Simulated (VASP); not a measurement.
# Nb (P6_3/mmc) in VASP: a series of runs, part 2 of 2

VASP 6.6.1. The steps go on from the part before.

**3. Relaxation of cell and atoms, BLYP**

This run uses another cell than the first one, of 17.98 Å³/atom, 0.825 times its volume.

The input, INCAR:

```
PREC = Accurate
ENCUT = 600
EDIFF = 1E-6
ISMEAR = -1
SIGMA = 0.1
LREAL = F
LASPH = T
NELM = 100
ALGO = Normal
ISIF = 3
LWAVE = F
LCHARG = F
GGA = B5
ALDAX = 1.0
AGGAX = 1.0
AGGAC = 1.0
ALDAC = 0.0
IBRION = 2
NSW = 80
EDIFFG = -0.01
```

The input, KPOINTS:

```
Automatic mesh
0
Gamma
  12 12 7
```

The input, POSCAR:

```
Nb
1.0
    2.9403180252      0.0000000000      0.0000000000
   -1.4701590126      2.5463901050      0.0000000000
    0.0000000000      0.0000000000      4.8015393351
Nb
2
Direct
    0.3333333333      0.6666666667      0.2500000000
    0.6666666667      0.3333333333      0.7500000000
```

Potentials or basis: VASP PAW PBE potentials, release 64 (Nb_sv).

Launch:

```sh
cat potpaw_PBE.64/Nb_sv/POTCAR > POTCAR
mpirun -np 1 vasp_std > vasp.out
```

OUTCAR:

```text
PREC = Accurate
   ENCUT = 600
   EDIFF = 1E-6
   ISMEAR = -1
   LREAL = F
   LASPH = T
   NELM = 100
   ISIF = 3
   GGA = B5
   IBRION = 2
   NSW = 80
   EDIFFG = -0.01

 ion  position               nearest neighbor table
   1  0.333  0.667  0.250-   2 2.94   2 2.94   2 2.94   2 2.94   2 2.94   2 2.94
   2  0.667  0.333  0.750-   1 2.94   1 2.94   1 2.94   1 2.94   1 2.94   1 2.94

  LATTYP: Found a hexagonal cell.
 ALAT       =     2.9403180252
 C/A-ratio  =     1.6330000000

  Lattice vectors:

 A1 = (   2.9403180252,   0.0000000000,   0.0000000000)
 A2 = (  -1.4701590126,   2.5463901050,   0.0000000000)
 A3 = (   0.0000000000,   0.0000000000,   4.8015393351)

Analysis of symmetry for initial positions (statically):
=====================================================================
 Subroutine PRICEL returns:
 Original cell was already a primitive cell.

 Routine SETGRP: Setting up the symmetry group for a
 hexagonal supercell.

 Subroutine GETGRP returns: Found 24 space group operations
 (whereof 12 operations were pure point group operations)
 out of a pool of 24 trial point group operations.

The static configuration has the point symmetry D_3d.
 The point group associated with its full space group is D_6h.

Analysis of symmetry for dynamics (positions and initial velocities):
=====================================================================
[... 195 lines left out ...]

 number of electron      26.0000004 magnetization

 E-fermi :   9.4340     XC(G=0): -10.8882

 val. band max:        9.4302105175   @ k =   0.3333  -0.0000   0.0000
 cond. band min:       9.4502417984   @ k =   0.0833   0.0833   0.4286
 fundamental gap:      0.0200312809
 Fermi energy:         9.4340058703

 k-point     1 :       0.0000    0.0000    0.0000
  band No.  band energies     occupation
      1     -45.4324      2.00000
      2     -45.3502      2.00000
      3     -21.8407      2.00000
      4     -21.2219      2.00000
      5     -21.2219      2.00000
      6     -21.2119      2.00000
[... 536 lines left out ...]
  FREE ENERGIE OF THE ION-ELECTRON SYSTEM (eV)
  ---------------------------------------------------
  free  energy   TOTEN  =       -17.1260856209 eV

  energy  without entropy=      -17.0198216116  energy(sigma->0) =      -17.07295362

[... ionic steps 4 to 7 ...]

--------------------------------------- Ionic step        8  -------------------------------------------

 number of electron      25.9999999 magnetization

------------------------ aborting loop because EDIFF is reached ----------------------------------------
[... 67 lines left out ...]
--------------------------------------- Ionic step       10  -------------------------------------------

 number of electron      26.0000000 magnetization

 Free energy of the ion-electron system (eV)
  ---------------------------------------------------
  ext. energy  EPLUGINS =         0.00000000
  ---------------------------------------------------
  free energy    TOTEN  =       -17.22878282 eV

  energy without entropy =      -17.13286251  energy(sigma->0) =      -17.18082267

 E-fermi :  11.0184     XC(G=0): -11.4808

 val. band max:       11.0115093610   @ k =   0.2500   0.1667   0.2857
 cond. band min:      11.0229023874   @ k =   0.3333  -0.0000   0.0000
 fundamental gap:      0.0113930264
 Fermi energy:        11.0183819859

 k-point     1 :       0.0000    0.0000    0.0000
  band No.  band energies     occupation
      1     -43.6521      2.00000
      2     -43.5531      2.00000
      3     -20.1775      2.00000
      4     -19.4030      2.00000
      5     -19.1491      2.00000
      6     -19.1491      2.00000
[... 500 lines left out ...]
  FREE ENERGIE OF THE ION-ELECTRON SYSTEM (eV)
  ---------------------------------------------------
  free  energy   TOTEN  =       -17.2287828217 eV

  energy  without entropy=      -17.1328625146  energy(sigma->0) =      -17.18082267

 reached required accuracy - stopping structural energy minimisation
```

Wall time 14 min (1 thread of AMD EPYC 7R13, shared host); peak memory 0.17 GiB.

Results:

| Item | Value |
| --- | --- |
| Free energy | -17.2288 eV |
| Relaxed volume | 19.44 Å³/atom |
| Relaxed cell | a = 2.896 Å, b = 2.896 Å, c = 5.354 Å, α = 90.00°, β = 90.00°, γ = 120.00° |
| Space group after relaxing (to 0.05 Å) | P6_3/mmc (No. 194) |
| Energy gained by relaxing | 117.5 meV/atom |
| Ionic steps | 10 |
| Pressure after relaxing | 0.0 GPa |
| Band gap on the k mesh | zero (band 13 reaches 12.57 eV, above the bottom of band 14 at 10.32 eV) |

The path:
```
step  energy change (eV)  largest force (eV/Å)  pressure (GPa)  volume (Å³)
   1              0.0000                0.0000           13.11        35.95
   2              0.1110                0.0000          -15.02        44.13
   3             -0.1324                0.0000           -1.52        39.20
   4             -0.1974                0.0000           -1.75        39.24
   5             -0.1354                0.0000            1.74        39.01
   6             -0.2320                0.0000           -1.43        39.23
   7             -0.2338                0.0000           -1.21        39.21
   8             -0.2338                0.0000           -1.25        39.21
   9             -0.2306                0.0000            2.40        38.27
  10             -0.2351                0.0000           -0.02        38.88
```

Final structure:
```
Nb
1.0
     2.89580    0.00000    0.00000
    -1.44790    2.50784    0.00000
     0.00000    0.00000    5.35413
Nb
2
Direct
  0.33333 0.66667 0.25000
  0.66667 0.33333 0.75000
```

Caveat: the PAW data sets were made with another functional, which shifts forces and pressure a little.

**4. Single point, BLYP**

This run uses another cell than the first one, of 19.44 Å³/atom, 0.893 times its volume.

The input, INCAR:

```
PREC     = Accurate       # precision mode
ENCUT    = 520            # plane-wave cutoff, eV
EDIFF    = 1E-6           # SCF threshold, eV
ISMEAR   = -1             # smearing method
SIGMA    = 0.1            # smearing width, eV
LREAL    = F              # projectors in reciprocal space
LASPH    = T              # aspherical terms in the spheres
NELM     = 100            # most SCF steps
ALGO     = Normal         # electronic algorithm
ISIF     = 2              # what is computed and relaxed
LWAVE    = F              # write WAVECAR
LCHARG   = T              # write CHGCAR
GGA      = B5             # functional
ALDAX    = 1.0          
AGGAX    = 1.0          
AGGAC    = 1.0          
ALDAC    = 0.0          
LELF     = T              # ELF
LVHAR    = T            
NBANDS   = 20             # bands
```

The input, KPOINTS:

```
Automatic mesh
0
Gamma
  20 20 10
```

The input, POSCAR:

```
Nb
1.0
    2.8957170197      0.0000000000      0.0000000000
   -1.4478585098      2.5077645012      0.0000000000
    0.0000000000      0.0000000000      5.3553372068
Nb
2
Direct
    0.3333333333      0.6666666667      0.2500000000
    0.6666666667      0.3333333333      0.7500000000
```

Launch:

```sh
cat potpaw_PBE.64/Nb_sv/POTCAR > POTCAR
mpirun -np 1 vasp_std > vasp.out
```

It took 6.1 min on 1 thread of AMD EPYC 7R13, shared host; peak memory 0.26 GiB.

It converged, with:

- Free energy: -17.2298 eV
- Pressure: -0.1 GPa
- Band gap on the k mesh: zero (band 13 reaches 13.07 eV, above the bottom of band 14 at 10.24 eV)

Stress tensor (GPa, compression positive):
```
-0.23  0.00  0.00
 0.00 -0.23  0.00
 0.00  0.00  0.09
```

Levels at points of the mesh, in eV from the Fermi level:
```csv
k point,band 11,band 12,band 13,band 14,band 15,band 16
"(0.00, 0.00, 0.00)",-1.06,0.29,0.29,0.48,0.67,0.67
"(0.50, 0.00, 0.00)",-3.01,-0.55,0.28,0.36,0.76,4.05
"(0.00, 0.00, 0.50)",-1.23,-1.23,0.35,0.35,0.35,0.35
"(0.50, 0.00, 0.50)",-2.28,-2.28,2.05,2.05,2.09,2.09
```

Caveat: the PAW data sets were made with another functional, which shifts forces and pressure a little.

**5. The runs side by side**

```tsv
task	cell	k mesh	cutoff (eV)	gap on the mesh (eV)	pressure (GPa)
single point	a = 3.007, b = 3.007, c = 5.562 Å, angles 90.0, 90.0, 120.0°, 2 atoms	14 × 14 × 7	520	none	-13.5
relaxation of cell and atoms	relaxed from a = 2.940, b = 2.940, c = 4.802 Å, angles 90.0, 90.0, 120.0°, 2 atoms	12 × 12 × 7	600	none	0.0
single point	a = 2.896, b = 2.896, c = 5.355 Å, angles 90.0, 90.0, 120.0°, 2 atoms	20 × 20 × 10	520	none	-0.1
```

Alike in all rows: level BLYP; potentials or basis VASP PAW PBE potentials, release 64 (Nb_sv); no spin polarisation; smearing fermi-dirac 0.1 eV.

Caveats: the PAW data sets were made with another functional, which shifts forces and pressure a little.

Total energies depend on the potentials used, so only differences within one code and one set of settings carry meaning.
